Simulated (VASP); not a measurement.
# NaH (Pm-3m) in VASP: a series of runs

NaH is run at these levels: PBE; tasks: G0W0 quasiparticle levels.

All numbers are computed with VASP 6.6.1; they aren't measurements. Logs are shortened: lines on timing, memory, paths and dates and some standing lists are left out, and cuts for length are marked.

### Step 1. The cell of the first run

The structure is cubic, space group Pm-3m (No. 221). The conventional cell has a = 2.932 Å, b = 2.932 Å, c = 2.932 Å, α = 90.00°, β = 90.00°, γ = 90.00°. Within 3.4 Å of Na (site symmetry m-3m) lie 8 H at 2.54 Å and 6 Na at 2.93 Å. Within 3.4 Å of H (site symmetry m-3m) lie 8 Na at 2.54 Å and 6 H at 2.93 Å.

### Step 2. G0W0 quasiparticle levels, PBE

Input file POSCAR:

```
NaH
1.0
    2.9323912055      0.0000000000      0.0000000000
    0.0000000000      2.9323912055      0.0000000000
    0.0000000000      0.0000000000      2.9323912055
Na H
1 1
Direct
    0.0000000000      0.0000000000      0.0000000000
    0.5000000000      0.5000000000      0.5000000000
```

Input file INCAR.step1:

```
SYSTEM = NaH
ALGO     = Normal         ! electronic algorithm
EDIFF    = 1E-8           ! SCF threshold, eV
ENCUT    = 500            ! plane-wave cutoff, eV
GGA      = PE             ! functional
ISMEAR   = 0              ! smearing method
LASPH    = .True.         ! aspherical terms in the spheres
LCHARG   = .False.        ! write CHGCAR
LREAL    = .False.        ! projectors in reciprocal space
LWAVE    = .True.         ! write WAVECAR
NELM     = 60             ! most SCF steps
PREC     = Accurate       ! precision mode
SIGMA    = 0.01           ! smearing width, eV
```

Input file INCAR.step2:

```
SYSTEM = NaH
ALGO     = Exact          ! electronic algorithm
EDIFF    = 1E-8           ! SCF threshold, eV
ENCUT    = 500            ! plane-wave cutoff, eV
GGA      = PE             ! functional
ISMEAR   = 0              ! smearing method
ISTART   = 1            
LASPH    = .True.         ! aspherical terms in the spheres
LCHARG   = .False.        ! write CHGCAR
LOPTICS  = .True.         ! frequency-dependent dielectric function
LREAL    = .False.        ! projectors in reciprocal space
LWAVE    = .True.         ! write WAVECAR
NBANDS   = 143            ! bands
NELM     = 1              ! most SCF steps
PREC     = Accurate       ! precision mode
SIGMA    = 0.01           ! smearing width, eV
```

Input file INCAR.step3:

```
SYSTEM = NaH
ALGO     = EVGW0          ! electronic algorithm
EDIFF    = 1E-8           ! SCF threshold, eV
ENCUT    = 500            ! plane-wave cutoff, eV
ENCUTGW  = 180.0          ! cutoff of the response function
GGA      = PE             ! functional
ISMEAR   = 0              ! smearing method
ISTART   = 1            
LASPH    = .True.         ! aspherical terms in the spheres
LCHARG   = .False.        ! write CHGCAR
LREAL    = .False.        ! projectors in reciprocal space
LWAVE    = .False.        ! write WAVECAR
NBANDS   = 143            ! bands
NBANDSGW = 13           
NELMGW   = 1            
NOMEGA   = 48             ! frequency points
PREC     = Accurate       ! precision mode
PRECFOCK = Fast         
SIGMA    = 0.01           ! smearing width, eV
```

Input file KPOINTS:

```
k-points
0
Gamma
  6 6 6
  0 0 0
```

Potentials or basis: VASP PAW PBE potentials, release 64 (Na_sv_GW, H_GW).

Started as:

```bash
cat potpaw_PBE.64/Na_sv_GW/POTCAR potpaw_PBE.64/H_GW/POTCAR > POTCAR
cp INCAR.step1 INCAR
mpirun -np 1 vasp_std > vasp.out
cp INCAR.step2 INCAR
mpirun -np 1 vasp_std > vasp.out
cp INCAR.step3 INCAR
mpirun -np 1 vasp_std > vasp.out
```

OUTCAR:

```text
SYSTEM = NaH
   EDIFF = 1E-8
   ENCUT = 500
   ENCUTGW = 180.0
   GGA = PE
   ISMEAR = 0
   ISTART = 1
   LASPH = .True.
   LREAL = .False.
   NELMGW = 1
   PREC = Accurate
   PRECFOCK = Fast

 ion  position               nearest neighbor table
   1  0.000  0.000  0.000-
   2  0.500  0.500  0.500-

  LATTYP: Found a simple cubic cell.
 ALAT       =     2.9323912055

  Lattice vectors:

 A1 = (   2.9323912055,   0.0000000000,   0.0000000000)
 A2 = (   0.0000000000,   2.9323912055,   0.0000000000)
 A3 = (   0.0000000000,   0.0000000000,   2.9323912055)

Analysis of symmetry for initial positions (statically):
=====================================================================
 Subroutine PRICEL returns:
 Original cell was already a primitive cell.

 Routine SETGRP: Setting up the symmetry group for a
 simple cubic supercell.

 Subroutine GETGRP returns: Found 48 space group operations
 (whereof 48 operations were pure point group operations)
 out of a pool of 48 trial point group operations.

The static configuration has the point symmetry O_h .

Analysis of symmetry for dynamics (positions and initial velocities):
=====================================================================
 Subroutine PRICEL returns:
 Original cell was already a primitive cell.

 Routine SETGRP: Setting up the symmetry group for a
 simple cubic supercell.

 Subroutine GETGRP returns: Found 48 space group operations
 (whereof 48 operations were pure point group operations)
 out of a pool of 48 trial point group operations.

The dynamic configuration has the point symmetry O_h .

 Subroutine INISYM returns: Found 48 space group operations
 (whereof 48 operations are pure point group operations),
 and found     1 'primitive' translations

----------------------------------------------------------------------------------------
[... 87 lines left out ...]
   NELM   =     60;   NELMIN=  2; NELMDL=  0     # of ELM steps
   EDIFF  = 0.1E-07   stopping-criterion for ELM
   LREAL  =      F    real-space projection
   EDIFFG = 0.1E-06   stopping-criterion for IOM
   NSW    =      0    number of steps for IOM
   IBRION =     -1    ionic relax: 0-MD 1-quasi-New 2-CG
   NFREE  =      0    steps in history (QN), initial steepest desc. (CG)
   ISIF   =      0    stress and relaxation
   ISYM   =      3    0-nonsym 1-usesym 2-fastsym
   POTIM  = 0.5000    time-step for ionic-motion
   TEBEG  =    0.0;   TEEND  =   0.0 temperature during run
   PSTRESS=    0.0 pullay stress
   NELECT =      10.0000    total number of electrons
   NUPDOWN=      -1.0000    fix difference up-down
   EMIN   =  10.00;   EMAX   =-10.00  energy-range for DOS
   EFERMI =   0.00;   METHOD = LEGACY
   ISMEAR =     0;   SIGMA  =   0.01  broadening in eV -4-tet -1-fermi 0-gaus
   EFERMI_NEDOS =   21; number of points for ismear=-14 and -15
   IALGO  =     38    algorithm
   IMIX   =      4    mixing-type and parameters
     AMIX     =   0.40;   BMIX     =  1.00
     AMIX_MAG =   1.60;   BMIX_MAG =  1.00
  volume/ion in A,a.u.               =      12.61        85.08
  Fermi-wavevector in a.u.,A,eV,Ry     =   1.202780  2.272925 19.683278  1.446680
  Thomas-Fermi vector in A             =   2.338552
   LORBIT       =      0    0 simple, 1 ext, 2 COOP (PROOUT), +10 PAW based schemes
   GGA     = PE    functional components
   LHFCALC =     T    Hartree Fock is set to
   PRECFOCK=fast      Normal, Fast or Accurate (Low or Medium for compatibility)
   ENCUT4O =  -1.0   cutoff for four orbital integrals eV
   NKREDX  =     1    reduce k-point grid by
   NKREDY  =     1    reduce k-point grid by
   NKREDZ  =     1    reduce k-point grid by
   AEXX    =    1.0000 exact exchange contribution
   HFSCREEN=    0.0000 screening length (either q_TF or 0.3 A-1)
   HFSCREENC=   0.0000 screening length for correlation (either q_TF or 0.3 A-1)
   ENCUTFOCK=  -1.0 apply spherical cutoff to Coloumb kernel
   IVDW    =     0    specifies the selected vdW correction
   LEPSILON=     F    determine dielectric tensor
   LRPA    =     F    only Hartree local field effects (RPA)
   LRPAFORCE           =     F    calculate RPA forces
   ENCUTGW             = 180.0    cutoff for response function in eV
   ENCUTGWSOFT         = 144.0    soft cutoff for Coulomb kernel in GW response function in eV
   ENCUTLF             =  -1.0    cutoff for local field effects
   NELMGW              =     1    number of iterations in solving QP/BSE equation
   NELMHF              =     1    number of iterations in the inner HF iteration
   NKREDLFX            =     1    NKREDLFY  =   1   NKREDLFZ  =   1
 non-spin polarized calculation
 Gauss-broadening in eV      SIGMA  =   0.01
  energy-cutoff  :      500.00
  volume of cell :       25.22
 maximum number of plane-waves:       656
 NGX is ok and might be reduce to    24
  NGX = 12; NGY = 12; NGZ = 12
   NGX = 11   NGY = 11   NGZ = 11
 maximum number of plane-waves:       150

 QP shifts <psi_nk| G(iteration)W_0 |psi_nk>: iteration 1
 for sc-GW calculations column KS-energies equals QP-energies in previous step
 and V_xc(KS)=  KS-energies - (<T + V_ion + V_H > + <T+V_H+V_ion>^1  + <V_x>^1)

 k-point   1 :       0.0000    0.0000    0.0000
  band No.  KS-energies  QP-energies   sigma(KS)   V_xc(KS)     V^pw_x(r,r')   Z            occupation Imag(sigma)

      1     -51.3623     -59.2400     -40.1362     -29.2430     -49.1002       0.7232       2.0000       0.6785
      2     -23.2163     -28.1302     -34.9990     -28.4395     -41.4780       0.7491       2.0000       0.4037
      3     -23.2163     -28.1302     -34.9990     -28.4395     -41.4780       0.7491       2.0000       0.4037
      4     -23.2163     -28.1302     -34.9990     -28.4395     -41.4780       0.7491       2.0000       0.4037
      5      -4.6693      -6.3716     -11.4176      -9.0790     -14.1875       0.7279       2.0000       0.7226
      6      10.2243      11.3183      -9.8750     -11.3330      -5.2110       0.7503       0.0000      -0.6610
      7      12.4080      13.0069      -5.8718      -6.6247      -1.4158       0.7956       0.0000      -0.7938
      8      12.4080      13.0069      -5.8718      -6.6247      -1.4158       0.7956       0.0000      -0.7938
      9      14.0099      15.1009      -7.2293      -8.5674      -2.8852       0.8153       0.0000      -0.8909
     10      14.0099      15.1009      -7.2293      -8.5674      -2.8852       0.8153       0.0000      -0.8909
     11      14.0099      15.1009      -7.2293      -8.5674      -2.8852       0.8153       0.0000      -0.8909
     12      27.2628      28.6319      -6.5185      -8.1454      -1.8234       0.8415       0.0000      -1.3347
     13      27.2628      28.6319      -6.5185      -8.1454      -1.8234       0.8415       0.0000      -1.3347
[... 310 lines left out ...]
      1     -51.3190     -59.3216     -40.2034     -29.3120     -49.1698       0.7348       2.0000       0.6711
      2     -23.3467     -28.2165     -34.7241     -28.1856     -41.1918       0.7448       2.0000       0.4077
      3     -23.3467     -28.2165     -34.7241     -28.1856     -41.1918       0.7448       2.0000       0.4077
      4     -23.3467     -28.2165     -34.7241     -28.1856     -41.1918       0.7448       2.0000       0.4077
      5       1.3553      -0.0976     -13.3266     -11.4230     -14.3065       0.7632       2.0000       0.2084
      6       8.2770       9.0445      -6.2783      -7.2413      -2.6458       0.7969       0.0000      -0.3456
      7       8.2770       9.0445      -6.2783      -7.2413      -2.6458       0.7969       0.0000      -0.3456
      8       8.2770       9.0445      -6.2783      -7.2413      -2.6458       0.7969       0.0000      -0.3456
      9      10.6196      11.4746      -7.4228      -8.5149      -3.1583       0.7828       0.0000      -0.6333
     10      10.6196      11.4746      -7.4228      -8.5149      -3.1583       0.7828       0.0000      -0.6333
     11      10.6196      11.4746      -7.4228      -8.5149      -3.1583       0.7828       0.0000      -0.6333
     12      17.8170      19.8392      -8.1840     -10.5180      -3.6516       0.8664       0.0000      -1.1191
     13      33.2535      36.3868      -6.5659      -9.7953      -2.0295       0.9702       0.0000      -3.1888
```

OUTCAR.step2:

```text
SYSTEM = NaH
   EDIFF = 1E-8
   ENCUT = 500
   GGA = PE
[... 950 lines left out ...]
  --------------------------------------------------------------------------------------------------------------
     0.00000     3.58071     3.58071     3.58071    -0.00000    -0.00000    -0.00000
     2.72770     4.34892     4.34892     4.34892    -0.00000    -0.00000    -0.00000
     5.45540     1.37786     1.37786     1.37786    -0.00000    -0.00000    -0.00000
     8.18310    -1.19700    -1.19700    -1.19700     0.00000     0.00000     0.00000
    10.91080     0.28167     0.28167     0.28167     0.00000     0.00000    -0.00000
    13.63850     0.30154     0.30154     0.30154     0.00000     0.00000     0.00000
[... 92 lines left out ...]
   267.31461     0.99233     0.99233     0.99233     0.00000     0.00000     0.00000
   270.04231     0.99252     0.99252     0.99252     0.00000     0.00000     0.00000
```

Wall time 24 min (1 thread of AMD EPYC 7R13, shared host); peak memory 0.61 GiB.

Results:

- Band gap on the k mesh, mean-field level: 1.03 eV, indirect (least direct gap 4.51 eV)
- Quasiparticle gap: 3.24 eV
- Least direct quasiparticle gap: 6.91 eV

Levels at points of the mesh, in eV from the valence-band top:
```csv
k point,band 1,band 2,band 3,band 4,band 5,band 6,band 7,band 8,band 9
"(0.00, 0.00, 0.00)",-52.72,-24.57,-24.57,-24.57,-6.02,8.87,11.05,11.05,12.65
"(0.50, 0.00, 0.00)",-52.70,-24.76,-24.56,-24.56,-3.47,1.03,11.09,14.34,14.67
"(0.50, 0.50, 0.00)",-52.69,-24.73,-24.73,-24.54,-1.78,4.30,4.30,6.94,14.89
"(0.50, 0.50, 0.50)",-52.67,-24.70,-24.70,-24.70,0.00,6.92,6.92,6.92,9.26
```

Caveat: bands, screening cutoff and mesh are small and nothing is extrapolated, so the quasiparticle values aren't converged.

### Step 3. G0W0 quasiparticle levels, PBE

POSCAR is that of step 2.

Changes to INCAR.step1 since step 2:

```diff
@@ -10,3 +10,3 @@
 LWAVE    = .True.         ! write WAVECAR
-NELM     = 60             ! most SCF steps
+NELM     = 80             ! most SCF steps
 PREC     = Accurate       ! precision mode
```

INCAR.step2 is that of step 2.

INCAR.step3 is that of step 2.

KPOINTS is that of step 2.

Potentials or basis: VASP PAW PBE potentials, release 64 (Na_sv_GW, H_GW).

Started as:

```bash
cat potpaw_PBE.64/Na_sv_GW/POTCAR potpaw_PBE.64/H_GW/POTCAR > POTCAR
cp INCAR.step1 INCAR
mpirun -np 1 vasp_std > vasp.out
cp INCAR.step2 INCAR
mpirun -np 1 vasp_std > vasp.out
cp INCAR.step3 INCAR
mpirun -np 1 vasp_std > vasp.out
```

OUTCAR:

```text
SYSTEM = NaH
   EDIFF = 1E-8
   ENCUT = 500
   ENCUTGW = 180.0
   GGA = PE
   ISMEAR = 0
   ISTART = 1
   LASPH = .True.
   LREAL = .False.
   NELMGW = 1
   PREC = Accurate
   PRECFOCK = Fast

 ion  position               nearest neighbor table
   1  0.000  0.000  0.000-
   2  0.500  0.500  0.500-

  LATTYP: Found a simple cubic cell.
 ALAT       =     2.9323912055

  Lattice vectors:

 A1 = (   2.9323912055,   0.0000000000,   0.0000000000)
 A2 = (   0.0000000000,   2.9323912055,   0.0000000000)
 A3 = (   0.0000000000,   0.0000000000,   2.9323912055)

Analysis of symmetry for initial positions (statically):
=====================================================================
 Subroutine PRICEL returns:
 Original cell was already a primitive cell.

 Routine SETGRP: Setting up the symmetry group for a
 simple cubic supercell.
[... 160 lines left out ...]
 non-spin polarized calculation
 Gauss-broadening in eV      SIGMA  =   0.01
  energy-cutoff  :      500.00
  volume of cell :       25.22
 maximum number of plane-waves:       656
 NGX is ok and might be reduce to    24
  NGX = 12; NGY = 12; NGZ = 12
   NGX = 11   NGY = 11   NGZ = 11
 maximum number of plane-waves:       150

 QP shifts <psi_nk| G(iteration)W_0 |psi_nk>: iteration 1
 for sc-GW calculations column KS-energies equals QP-energies in previous step
 and V_xc(KS)=  KS-energies - (<T + V_ion + V_H > + <T+V_H+V_ion>^1  + <V_x>^1)

 k-point   1 :       0.0000    0.0000    0.0000
  band No.  KS-energies  QP-energies   sigma(KS)   V_xc(KS)     V^pw_x(r,r')   Z            occupation Imag(sigma)

      1     -51.3623     -59.2400     -40.1362     -29.2430     -49.1002       0.7232       2.0000       0.6785
      2     -23.2163     -28.1302     -34.9990     -28.4395     -41.4780       0.7491       2.0000       0.4037
      3     -23.2163     -28.1302     -34.9990     -28.4395     -41.4780       0.7491       2.0000       0.4037
      4     -23.2163     -28.1302     -34.9990     -28.4395     -41.4780       0.7491       2.0000       0.4037
      5      -4.6693      -6.3716     -11.4176      -9.0790     -14.1875       0.7279       2.0000       0.7226
      6      10.2243      11.3183      -9.8750     -11.3330      -5.2110       0.7503       0.0000      -0.6610
      7      12.4080      13.0069      -5.8718      -6.6247      -1.4158       0.7956       0.0000      -0.7938
      8      12.4080      13.0069      -5.8718      -6.6247      -1.4158       0.7956       0.0000      -0.7938
      9      14.0099      15.1009      -7.2293      -8.5674      -2.8852       0.8153       0.0000      -0.8909
     10      14.0099      15.1009      -7.2293      -8.5674      -2.8852       0.8153       0.0000      -0.8909
     11      14.0099      15.1009      -7.2293      -8.5674      -2.8852       0.8153       0.0000      -0.8909
     12      27.2628      28.6315      -6.5188      -8.1454      -1.8234       0.8414       0.0000      -1.3342
     13      27.2628      28.6315      -6.5188      -8.1454      -1.8234       0.8414       0.0000      -1.3342
[... 310 lines left out ...]
      1     -51.3190     -59.3216     -40.2034     -29.3120     -49.1698       0.7348       2.0000       0.6711
      2     -23.3467     -28.2165     -34.7241     -28.1856     -41.1918       0.7448       2.0000       0.4077
      3     -23.3467     -28.2165     -34.7241     -28.1856     -41.1918       0.7448       2.0000       0.4077
      4     -23.3467     -28.2165     -34.7241     -28.1856     -41.1918       0.7448       2.0000       0.4077
      5       1.3553      -0.0976     -13.3266     -11.4230     -14.3065       0.7632       2.0000       0.2084
      6       8.2770       9.0445      -6.2783      -7.2413      -2.6458       0.7969       0.0000      -0.3456
      7       8.2770       9.0445      -6.2783      -7.2413      -2.6458       0.7969       0.0000      -0.3456
      8       8.2770       9.0445      -6.2783      -7.2413      -2.6458       0.7969       0.0000      -0.3456
      9      10.6196      11.4746      -7.4228      -8.5149      -3.1583       0.7828       0.0000      -0.6333
     10      10.6196      11.4746      -7.4228      -8.5149      -3.1583       0.7828       0.0000      -0.6333
     11      10.6196      11.4746      -7.4228      -8.5149      -3.1583       0.7828       0.0000      -0.6333
     12      17.8170      19.8392      -8.1840     -10.5180      -3.6516       0.8664       0.0000      -1.1191
     13      33.2535      36.3868      -6.5659      -9.7953      -2.0295       0.9702       0.0000      -3.1888
```

Wall time 5.5 min (1 thread of Intel Xeon Platinum 8488C (Sapphire Rapids), shared host); peak memory 0.63 GiB.

What came out:

```yaml
Band_gap_on_the_k_mesh_mean-field_level: 1.03 eV, indirect (least direct gap 4.51 eV)
Quasiparticle_gap: 3.24 eV
Least_direct_quasiparticle_gap: 6.91 eV
```

Caveat: bands, screening cutoff and mesh are small and nothing is extrapolated, so the quasiparticle values aren't converged. A k mesh can miss the band edges.
